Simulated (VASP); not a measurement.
# Al6N in VASP: a series of runs, part 3 of 3

VASP 6.6.1. Earlier steps stand in the parts before.

### Step 5. Single point, PBE

The input, INCAR:

```
SYSTEM = Al6N
PREC = Accurate ; ENCUT = 520
EDIFF = 1E-6 ; ISMEAR = 0
SIGMA = 0.1 ; LREAL = .False.
LASPH = .True. ; NELM = 60
ALGO = Normal ; ISIF = 2
LWAVE = .False. ; LCHARG = .False.
LDIPOL = .True. ; IDIPOL = 3
DIPOL = 0.5 0.5 0.293 ; GGA = PE
NBANDS = 36
```

The input, KPOINTS:

```
regular mesh
0
Gamma
  5 5 1
  0 0 0
```

The input, POSCAR:

```
Al6N
1.0
    5.7143028096      0.0000000000      0.0000000000
    0.0000000000      5.7143028096      0.0000000000
    0.0000000000      0.0000000000     22.1750227687
Al N
12 2
Direct
    0.2500000000      0.2500000000      0.1803831293
    0.2500000000      0.7500000000      0.1803831293
    0.7500000000      0.2500000000      0.1803831293
    0.7500000000      0.7500000000      0.1803831293
    0.0000000000      0.0000000000      0.2744094920
    0.0000000000      0.5000000000      0.2744094920
    0.5000000000      0.0000000000      0.2744094920
    0.5000000000      0.5000000000      0.2744094920
    0.2500000000      0.2500000000      0.3686590473
    0.2500000000      0.7500000000      0.3686590473
    0.7500000000      0.2500000000      0.3686590473
    0.7500000000      0.7500000000      0.3686590473
    0.2738131767      0.5000000000      0.4047356732
    0.7261868233      0.5000000000      0.4047356732
```

Potentials or basis: VASP PAW PBE potentials, release 64 (Al, N).

Run with:

```console
$ cat potpaw_PBE.64/Al/POTCAR potpaw_PBE.64/N/POTCAR > POTCAR
$ mpirun -np 1 vasp_std > vasp.out
```

OUTCAR:

```text
SYSTEM = Al6N
   PREC = Accurate
   ENCUT = 520
   EDIFF = 1E-6
   ISMEAR = 0
   LREAL = .False.
   LASPH = .True.
   NELM = 60
   ISIF = 2
   GGA = PE

 ion  position               nearest neighbor table
   1  0.250  0.250  0.180-   2 2.86   3 2.86   2 2.86   3 2.86   7 2.90   8 2.90   5 2.90   6 2.90

   2  0.250  0.750  0.180-   1 2.86   4 2.86   1 2.86   4 2.86   7 2.90   8 2.90   5 2.90   6 2.90

   3  0.750  0.250  0.180-   1 2.86   4 2.86   4 2.86   1 2.86   7 2.90   8 2.90   5 2.90   6 2.90
[... 4 lines left out ...]
                            11 2.91  12 2.91   9 2.91  10 2.91
   6  0.000  0.500  0.274-   5 2.86   8 2.86   5 2.86   8 2.86   1 2.90   2 2.90   3 2.90   4 2.90
                            11 2.91  12 2.91   9 2.91  10 2.91
   7  0.500  0.000  0.274-   5 2.86   8 2.86   8 2.86   5 2.86   1 2.90   2 2.90   3 2.90   4 2.90
                            11 2.91  12 2.91   9 2.91  10 2.91
   8  0.500  0.500  0.274-   6 2.86   7 2.86   7 2.86   6 2.86   1 2.90   2 2.90   3 2.90   4 2.90
                            11 2.91  12 2.91   9 2.91  10 2.91
   9  0.250  0.250  0.369-  13 1.64  11 2.86  10 2.86  10 2.86  11 2.86   6 2.91   7 2.91   8 2.91
                             5 2.91
  10  0.250  0.750  0.369-  13 1.64  12 2.86   9 2.86   9 2.86  12 2.86   6 2.91   7 2.91   8 2.91
                             5 2.91
  11  0.750  0.250  0.369-  14 1.64  12 2.86   9 2.86  12 2.86   9 2.86   6 2.91   7 2.91   8 2.91
                             5 2.91
  12  0.750  0.750  0.369-  14 1.64  11 2.86  10 2.86  11 2.86  10 2.86   6 2.91   7 2.91   8 2.91
                             5 2.91
  13  0.274  0.500  0.405-   9 1.64  10 1.64
  14  0.726  0.500  0.405-  11 1.64  12 1.64

  LATTYP: Found a simple tetragonal cell.
 ALAT       =     5.7143028096
 C/A-ratio  =     3.8806173750

  Lattice vectors:

 A1 = (   5.7143028096,   0.0000000000,   0.0000000000)
 A2 = (   0.0000000000,   5.7143028096,   0.0000000000)
 A3 = (   0.0000000000,   0.0000000000,  22.1750227687)

Analysis of symmetry for initial positions (statically):
=====================================================================
 Subroutine PRICEL returns:
 Original cell was already a primitive cell.

 Routine SETGRP: Setting up the symmetry group for a
 simple tetragonal supercell.

 Subroutine GETGRP returns: Found  4 space group operations
 (whereof  4 operations were pure point group operations)
 out of a pool of 16 trial point group operations.

The static configuration has the point symmetry C_2v.

Analysis of symmetry for dynamics (positions and initial velocities):
=====================================================================
 Subroutine PRICEL returns:
 Original cell was already a primitive cell.

 Routine SETGRP: Setting up the symmetry group for a
 simple tetragonal supercell.

 Subroutine GETGRP returns: Found  4 space group operations
 (whereof  4 operations were pure point group operations)
 out of a pool of 16 trial point group operations.

The dynamic configuration has the point symmetry C_2v.

 Subroutine INISYM returns: Found  4 space group operations
 (whereof  4 operations are pure point group operations),
 and found     1 'primitive' translations

----------------------------------------------------------------------------------------
[... 95 lines left out ...]
   ISPIN  =      1    spin polarized calculation?
   LNONCOLLINEAR =      F non collinear calculations
   LSORBIT =      F    spin-orbit coupling
   LASPH  =      T    aspherical Exc in radial PAW
   ENCUT  =  520.0 eV  38.22 Ry    6.18 a.u.  10.62 10.62 41.23*2*pi/ulx,y,z
   NELM   =     60;   NELMIN=  2; NELMDL= -5     # of ELM steps
   EDIFF  = 0.1E-05   stopping-criterion for ELM
   LREAL  =      F    real-space projection
   EDIFFG = 0.1E-04   stopping-criterion for IOM
   NSW    =      0    number of steps for IOM
   IBRION =     -1    ionic relax: 0-MD 1-quasi-New 2-CG
   NFREE  =      0    steps in history (QN), initial steepest desc. (CG)
   ISIF   =      2    stress and relaxation
   ISYM   =      2    0-nonsym 1-usesym 2-fastsym
   POTIM  = 0.5000    time-step for ionic-motion
   TEBEG  =    0.0;   TEEND  =   0.0 temperature during run
   PSTRESS=    0.0 pullay stress
   NELECT =      46.0000    total number of electrons
   NUPDOWN=      -1.0000    fix difference up-down
   EMIN   =  10.00;   EMAX   =-10.00  energy-range for DOS
   EFERMI =   0.00;   METHOD = LEGACY
   ISMEAR =     0;   SIGMA  =   0.10  broadening in eV -4-tet -1-fermi 0-gaus
   EFERMI_NEDOS =   21; number of points for ismear=-14 and -15
   IALGO  =     38    algorithm
   IMIX   =      4    mixing-type and parameters
     AMIX     =   0.40;   BMIX     =  1.00
     AMIX_MAG =   1.60;   BMIX_MAG =  1.00
  volume/ion in A,a.u.               =      51.72       349.03
  Fermi-wavevector in a.u.,A,eV,Ry     =   0.653227  1.234419  5.805675  0.426705
  Thomas-Fermi vector in A             =   1.723399
   LORBIT       =      0    0 simple, 1 ext, 2 COOP (PROOUT), +10 PAW based schemes
   GGA     = PE    functional components
   LHFCALC =     F    Hartree Fock is set to
   AEXX    =    0.0000 exact exchange contribution
   IVDW    =     0    specifies the selected vdW correction
   LEPSILON=     F    determine dielectric tensor
   LRPA    =     F    only Hartree local field effects (RPA)
 non-spin polarized calculation
 Gauss-broadening in eV      SIGMA  =   0.10
  energy-cutoff  :      520.00
  volume of cell :      724.09
 maximum number of plane-waves:     19529
   NGX = 21   NGY = 21   NGZ = 83

 dipolmoment           0.000000      0.000000     -0.291434 electrons x Angstroem

 number of electron      45.9999998 magnetization

 dipolmoment           0.000000      0.000000      0.203069 electrons x Angstroem

 Free energy of the ion-electron system (eV)
  ---------------------------------------------------
  ext. energy  EPLUGINS =         0.00000000
  ---------------------------------------------------
  free energy    TOTEN  =       -54.81559121 eV

  energy without entropy =      -54.78415672  energy(sigma->0) =      -54.79987396

 E-fermi :  -1.2759     XC(G=0):  -3.8302

 val. band max:       -1.3172400725   @ k =   0.4000   0.4000   0.0000
 cond. band min:      -1.2329183720   @ k =  -0.2000   0.4000   0.0000
 fundamental gap:      0.0843217005
 Fermi energy:        -1.2759243188

 k-point     1 :       0.0000    0.0000    0.0000
  band No.  band energies     occupation
      1     -15.9371      2.00000
      2     -14.9153      2.00000
      3     -11.1037      2.00000
      4      -8.6245      2.00000
      5      -7.4143      2.00000
      6      -7.0620      2.00000
[... 331 lines left out ...]
     34       1.7170      0.00000
     35       2.0511      0.00000
 [bands above 35 left out]

------------------------ aborting loop because EDIFF is reached ----------------------------------------

 vacuum level on the upper side and lower side of the slab       (xc-potential included)         0.435        -0.639

  FORCE on cell =-STRESS in cart. coord.  units (eV):
  Direction    XX          YY          ZZ          XY          YZ          ZX
  --------------------------------------------------------------------------------------
  -------------------------------------------------------------------------------------
  Total       -0.5529189     11.6988967      7.0952592      0.0000000      0.0000000      0.0000000
  in kB       -1.2234366     25.8859980     15.6995887      0.0000000      0.0000000      0.0000000
  external PRESSURE =      13.4540500 kB  Pullay stress =       0.0000000 kB

 VOLUME and BASIS-vectors are now :
 -----------------------------------------------------------------------------
  energy-cutoff  :      520.00
  volume of cell :      724.09
      direct lattice vectors                 reciprocal lattice vectors
     5.714302810  0.000000000  0.000000000     0.174999476  0.000000000  0.000000000
     0.000000000  5.714302810  0.000000000     0.000000000  0.174999476  0.000000000
     0.000000000  0.000000000 22.175022769     0.000000000  0.000000000  0.045095782

 POSITION                                       TOTAL-FORCE (eV/Angst)
 -----------------------------------------------------------------------------------
      1.42858      1.42858      4.00000        -0.021082     -0.044808      0.000603
      1.42858      4.28573      4.00000        -0.021082      0.044808      0.000603
      4.28573      1.42858      4.00000         0.021082     -0.044808      0.000603
      4.28573      4.28573      4.00000         0.021082      0.044808      0.000603
      0.00000      0.00000      6.08504        -0.000000     -0.000000      0.161150
      0.00000      2.85715      6.08504        -0.000000     -0.000000     -0.432191
      2.85715      0.00000      6.08504        -0.000000     -0.000000      0.248284
      2.85715      2.85715      6.08504        -0.000000     -0.000000     -0.416369
      1.42858      1.42858      8.17502        -0.440570     -4.198945     -1.834357
      1.42858      4.28573      8.17502        -0.440570      4.198945     -1.834357
      4.28573      1.42858      8.17502         0.440570     -4.198945     -1.834357
      4.28573      4.28573      8.17502         0.440570      4.198945     -1.834357
      1.56465      2.85715      8.97502         0.429806     -0.000000      3.887071
      4.14965      2.85715      8.97502        -0.429806      0.000000      3.887071
 -----------------------------------------------------------------------------------
    total drift:                                0.000000      0.000000     -0.000238

  FREE ENERGIE OF THE ION-ELECTRON SYSTEM (eV)
  ---------------------------------------------------
  free  energy   TOTEN  =       -54.8155912090 eV

  energy  without entropy=      -54.7841567155  energy(sigma->0) =      -54.79987396

 vacuum level on the upper side and lower side of the slab         4.200         3.093
```

It took 8.8 min on 1 thread of Intel Xeon Platinum 8259CL at 2.50GHz (Skylake/Cascade Lake), shared host; peak memory 0.69 GiB.

What came out:

```yaml
Free_energy: -54.8156 eV
Largest_force: 4.603 eV/Å
Band_gap_on_the_k_mesh: zero (bands 23 and 24 overlap by 0.68 eV)
```

Forces on the atoms (eV/Å):
```
Al  -0.021 -0.045  0.001
Al  -0.021  0.045  0.001
Al   0.021 -0.045  0.001
Al   0.021  0.045  0.001
Al   0.000  0.000  0.161
Al   0.000  0.000 -0.432
Al   0.000  0.000  0.248
Al   0.000  0.000 -0.416
Al  -0.441 -4.199 -1.834
Al  -0.441  4.199 -1.834
Al   0.441 -4.199 -1.834
Al   0.441  4.199 -1.834
N    0.430  0.000  3.887
N   -0.430  0.000  3.887
```

### Step 6. Single point, PBE

The input, INCAR:

```
SYSTEM = Al6N
PREC = Accurate ; ENCUT = 520
EDIFF = 1E-6 ; ISMEAR = 0
SIGMA = 0.1 ; LREAL = .False.
LASPH = .True. ; NELM = 80
ALGO = Normal ; ISIF = 2
LWAVE = .False. ; LCHARG = .True.
LDIPOL = .True. ; IDIPOL = 3
DIPOL = 0.5 0.5 0.299 ; GGA = PE
LELF = .True. ; LVHAR = .True.
LVACPOTAV = .True. ; NBANDS = 36
```

The input, KPOINTS:

```
Automatic mesh
0
Gamma
  5 5 1
  0 0 0
```

Changes to POSCAR since step 5:

```diff
@@ -20,3 +20,3 @@
     0.7500000000      0.7500000000      0.3686590473
-    0.2738131767      0.5000000000      0.4047356732
-    0.7261868233      0.5000000000      0.4047356732
+    0.3660379008      0.5000000000      0.4480276242
+    0.6339620992      0.5000000000      0.4480276242
```

Potentials or basis: VASP PAW PBE potentials, release 64 (Al, N).

Run with:

```console
$ cat potpaw_PBE.64/Al/POTCAR potpaw_PBE.64/N/POTCAR > POTCAR
$ mpirun -np 1 vasp_std > vasp.out
```

Run time: 11 min. Hardware: 1 thread of Intel Xeon Platinum 8259CL at 2.50GHz (Skylake/Cascade Lake), shared host; peak memory 0.71 GiB.

Results (log left out):

| Item | Value |
| --- | --- |
| Free energy | -55.0897 eV |
| Largest force | 5.566 eV/Å |
| Band gap on the k mesh | zero (bands 23 and 24 overlap by 0.65 eV) |

Forces in eV/Å, atoms in the order of the input:
```
Al  -0.043  0.009  0.010
Al  -0.043 -0.009  0.010
Al   0.043  0.009  0.010
Al   0.043 -0.009  0.010
Al   0.000  0.000 -0.028
Al   0.000  0.000  0.026
Al   0.000  0.000  0.098
Al   0.000  0.000  0.223
Al   0.100  0.237  0.862
Al   0.100 -0.237  0.862
Al  -0.100  0.237  0.862
Al  -0.100 -0.237  0.862
N    5.231  0.000 -1.903
N   -5.231  0.000 -1.903
```

Levels at points of the mesh, in eV from the Fermi level:
```csv
k point,band 20,band 21,band 22,band 23,band 24,band 25,band 26,band 27
"(0.00, 0.00, 0.00)",-0.95,-0.88,-0.39,-0.32,-0.23,-0.15,0.10,0.12
```

### Step 7. Summary

```tsv
cell	gap on the mesh (eV)	largest force (eV/Å)
as given, atomic positions A	none	4.17
as given, atomic positions B	none	3.09
as given, atomic positions C	none	5.33
as given, atomic positions D	none	4.60
as given, atomic positions E	none	5.57
```

Alike in all rows: task single point; level PBE; potentials or basis VASP PAW PBE potentials, release 64 (Al, N); no spin polarisation; k mesh 5 × 5 × 1; cutoff (eV) 520; smearing gaussian 0.1 eV.

Total energies depend on the potentials used, so only differences within one code and one set of settings carry meaning.
